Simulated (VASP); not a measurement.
# In (Fm-3m) in VASP: single point with LDA

Aim: the single point of In with LDA.

All numbers are computed with VASP 6.6.1; they aren't measurements. Logs are shortened: lines on timing, memory, paths and dates and some standing lists are left out, and cuts for length are marked.

### 1 The cell of the first run

It takes space group Fm-3m (No. 225, cubic). Conventional cell: a = 7.589 Å, b = 7.589 Å, c = 7.589 Å, α = 90.00°, β = 90.00°, γ = 90.00°.

### 2 Single point, LDA

Input file INCAR:

```
PREC     = Accurate       # precision mode
ENCUT    = 520            # plane-wave cutoff, eV
EDIFF    = 1E-7           # SCF threshold, eV
ISMEAR   = -1             # smearing method
SIGMA    = 0.1            # smearing width, eV
LREAL    = False          # projectors in reciprocal space
LASPH    = True           # aspherical terms in the spheres
NELM     = 60             # most SCF steps
ALGO     = Normal         # electronic algorithm
ISIF     = 2              # what is computed and relaxed
LWAVE    = False          # write WAVECAR
LCHARG   = True           # write CHGCAR
GGA      = CA             # functional
LELF     = True           # ELF
LVHAR    = True         
NBANDS   = 12             # bands
```

Input file KPOINTS:

```
Automatic mesh
0
Gamma
  4 4 4
```

Input file POSCAR:

```
In
1.0
    0.0000000000      3.7945500000      3.7945500000
    3.7945500000      0.0000000000      3.7945500000
    3.7945500000      3.7945500000      0.0000000000
In
1
Direct
    0.0000000000      0.0000000000      0.0000000000
```

Potentials or basis: VASP PAW LDA potentials, release 64 (In_d).

The run is started by

```sh
$ cat potpaw_LDA.64/In_d/POTCAR > POTCAR
$ mpirun -np 1 vasp_std > vasp.out
```

OUTCAR:

```text
PREC = Accurate
   ENCUT = 520
   EDIFF = 1E-7
   ISMEAR = -1
   LREAL = False
   LASPH = True
   NELM = 60
   ISIF = 2
   GGA = CA

 ion  position               nearest neighbor table
   1  0.000  0.000  0.000-

  LATTYP: Found a face centered cubic cell.
 ALAT       =     7.5891000000

  Lattice vectors:

 A1 = (   0.0000000000,   3.7945500000,   3.7945500000)
 A2 = (   3.7945500000,   0.0000000000,   3.7945500000)
 A3 = (   3.7945500000,   3.7945500000,   0.0000000000)

Analysis of symmetry for initial positions (statically):
=====================================================================
 Subroutine PRICEL returns:
 Original cell was already a primitive cell.

 Routine SETGRP: Setting up the symmetry group for a
 face centered cubic supercell.

 Subroutine GETGRP returns: Found 48 space group operations
 (whereof 48 operations were pure point group operations)
 out of a pool of 48 trial point group operations.

The static configuration has the point symmetry O_h .

Analysis of symmetry for dynamics (positions and initial velocities):
=====================================================================
 Subroutine PRICEL returns:
 Original cell was already a primitive cell.

 Routine SETGRP: Setting up the symmetry group for a
 face centered cubic supercell.

 Subroutine GETGRP returns: Found 48 space group operations
 (whereof 48 operations were pure point group operations)
 out of a pool of 48 trial point group operations.

The dynamic configuration has the point symmetry O_h .

 Subroutine INISYM returns: Found 48 space group operations
 (whereof 48 operations are pure point group operations),
 and found     1 'primitive' translations

----------------------------------------------------------------------------------------

                                     Primitive cell

  volume of cell :     109.2725

  direct lattice vectors                    reciprocal lattice vectors
     0.000000000  3.794550000  3.794550000    -0.131767930  0.131767930  0.131767930
     3.794550000  0.000000000  3.794550000     0.131767930 -0.131767930  0.131767930
     3.794550000  3.794550000  0.000000000     0.131767930  0.131767930 -0.131767930

  length of vectors
     5.366304073  5.366304073  5.366304073     0.228228750  0.228228750  0.228228750

  position of ions in fractional coordinates (direct lattice)
[... 64 lines left out ...]
   IBRION =     -1    ionic relax: 0-MD 1-quasi-New 2-CG
   NFREE  =      0    steps in history (QN), initial steepest desc. (CG)
   ISIF   =      2    stress and relaxation
   ISYM   =      2    0-nonsym 1-usesym 2-fastsym
   POTIM  = 0.5000    time-step for ionic-motion
   TEBEG  =    0.0;   TEEND  =   0.0 temperature during run
   PSTRESS=    0.0 pullay stress
   NELECT =      13.0000    total number of electrons
   NUPDOWN=      -1.0000    fix difference up-down
   EMIN   =  10.00;   EMAX   =-10.00  energy-range for DOS
   EFERMI =   0.00;   METHOD = LEGACY
   ISMEAR =    -1;   SIGMA  =   0.10  broadening in eV -4-tet -1-fermi 0-gaus
   EFERMI_NEDOS =   21; number of points for ismear=-14 and -15
   IALGO  =     38    algorithm
   IMIX   =      4    mixing-type and parameters
     AMIX     =   0.40;   BMIX     =  1.00
     AMIX_MAG =   1.60;   BMIX_MAG =  1.00
  volume/ion in A,a.u.               =     109.27       737.41
  Fermi-wavevector in a.u.,A,eV,Ry     =   0.805166  1.521544  8.820562  0.648293
  Thomas-Fermi vector in A             =   1.913360
   LORBIT       =      0    0 simple, 1 ext, 2 COOP (PROOUT), +10 PAW based schemes
   GGA     = CA    functional components
   LHFCALC =     F    Hartree Fock is set to
   AEXX    =    0.0000 exact exchange contribution
   IVDW    =     0    specifies the selected vdW correction
   LEPSILON=     F    determine dielectric tensor
   LRPA    =     F    only Hartree local field effects (RPA)
 non-spin polarized calculation
  energy-cutoff  :      520.00
  volume of cell :      109.27
 maximum number of plane-waves:      2954
   NGX = 19   NGY = 19   NGZ = 19

 number of electron      12.9999991 magnetization

 Free energy of the ion-electron system (eV)
  ---------------------------------------------------
  ext. energy  EPLUGINS =         0.00000000
  ---------------------------------------------------
  free energy    TOTEN  =        -1.10463160 eV

  energy without entropy =       -1.02755461  energy(sigma->0) =       -1.06609311

 E-fermi :  -0.6791     XC(G=0):  -5.3065

 val. band max:       -0.8194497169   @ k =   0.5000   0.2500   0.0000
 cond. band min:      -0.6472597262   @ k =  -0.2500   0.2500   0.0000
 fundamental gap:      0.1721899907
 Fermi energy:        -0.6790980542

 k-point     1 :       0.0000    0.0000    0.0000
  band No.  band energies     occupation
      1     -16.0590      2.00000
      2     -16.0590      2.00000
      3     -16.0590      2.00000
      4     -16.0579      2.00000
      5     -16.0579      2.00000
      6      -6.1203      2.00000
      7       1.3752      0.00000
      8       1.3752      0.00000
      9       1.3752      0.00000
     10       2.6080      0.00000
     11       5.6821      0.00000
     12       5.6821      0.00000
[... 91 lines left out ...]
 k-point     8 :      -0.2500    0.5000    0.2500
  band No.  band energies     occupation
      1     -16.0584      2.00000
      2     -16.0581      2.00000
      3     -16.0581      2.00000
      4     -16.0572      2.00000
      5     -16.0560      2.00000
      6      -5.5004      2.00000
      7      -0.4135      0.13120
      8      -0.4135      0.13120
      9       0.1391      0.00056
     10       4.1333      0.00000
     11       5.4468      0.00000
     12       5.4468      0.00000

------------------------ aborting loop because EDIFF is reached ----------------------------------------

  FORCE on cell =-STRESS in cart. coord.  units (eV):
  Direction    XX          YY          ZZ          XY          YZ          ZX
  --------------------------------------------------------------------------------------
  -------------------------------------------------------------------------------------
  Total       -1.2047941     -1.2047941     -1.2047941      0.0000000     -0.0000000      0.0000000
  in kB      -17.6649571    -17.6649571    -17.6649571      0.0000000     -0.0000000      0.0000000
  external PRESSURE =     -17.6649571 kB  Pullay stress =       0.0000000 kB

 VOLUME and BASIS-vectors are now :
 -----------------------------------------------------------------------------
  energy-cutoff  :      520.00
  volume of cell :      109.27
      direct lattice vectors                 reciprocal lattice vectors
     0.000000000  3.794550000  3.794550000    -0.131767930  0.131767930  0.131767930
     3.794550000  0.000000000  3.794550000     0.131767930 -0.131767930  0.131767930
     3.794550000  3.794550000  0.000000000     0.131767930  0.131767930 -0.131767930

 POSITION                                       TOTAL-FORCE (eV/Angst)
 -----------------------------------------------------------------------------------
      0.00000      0.00000      0.00000         0.000000      0.000000      0.000000
 -----------------------------------------------------------------------------------
    total drift:                               -0.000000      0.000000     -0.000000

  FREE ENERGIE OF THE ION-ELECTRON SYSTEM (eV)
  ---------------------------------------------------
  free  energy   TOTEN  =        -1.1046316010 eV

  energy  without entropy=       -1.0275546095  energy(sigma->0) =       -1.06609311
```

Run time: 9.3 s. Hardware: 1 thread of Intel Xeon 6975P-C, shared host; peak memory 0.18 GiB.

What came out:

| Property | Result |
| --- | --- |
| Free energy | -1.1046 eV |
| Pressure | -1.8 GPa |

Caveat: spin-orbit coupling is left out, which moves the levels of the heavy elements.
